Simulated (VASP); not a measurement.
MgS, 2 atoms in the cell. The structure is cubic, space group Fm-3m (No. 225). Conventional cell: a = 5.182 Å, b = 5.182 Å, c = 5.182 Å, α = 90.00°, β = 90.00°, γ = 90.00°. Within 3.4 Å of Mg (site symmetry m-3m) lie 6 S at 2.59 Å. S (site symmetry m-3m) has 6 Mg at 2.59 Å within 3.4 Å. 

```yaml
Program: VASP 6.6.1
Task: relaxation of cell and atoms
Functional: PBEsol
Potentials_or_basis: VASP PAW PBE potentials, release 64 (Mg, S)
Cutoff: 600 eV
k_mesh: 8 × 8 × 8
Occupations: gaussian, width 0.01 eV
Spin: no spin polarisation
Target_pressure: 10 GPa
Dipole_correction: no
Further_INCAR_settings: ALGO = Normal; EDIFF = 1e-07; IBRION = 2; EDIFFG = -0.002; NSW = 100; ISIF = 3
```

Potentials or basis: VASP PAW PBE potentials, release 64 (Mg, S).

The run is started by

```sh
$ cat potpaw_PBE.64/Mg/POTCAR potpaw_PBE.64/S/POTCAR > POTCAR
$ mpirun -np 1 vasp_std > vasp.out
```

Hardware: 1 thread of Intel(R) Xeon(R) Platinum 8259CL CPU @ 2.50GHz (Skylake/Cascade Lake) (shared host).

Problem. How long does it take, and how much memory?

Solution. It took 46 s on 1 thread of Intel(R) Xeon(R) Platinum 8259CL CPU @ 2.50GHz (Skylake/Cascade Lake) (shared host), peak memory 0.18 GiB. Counts: scf iterations 48, k points 29, ion steps 6.
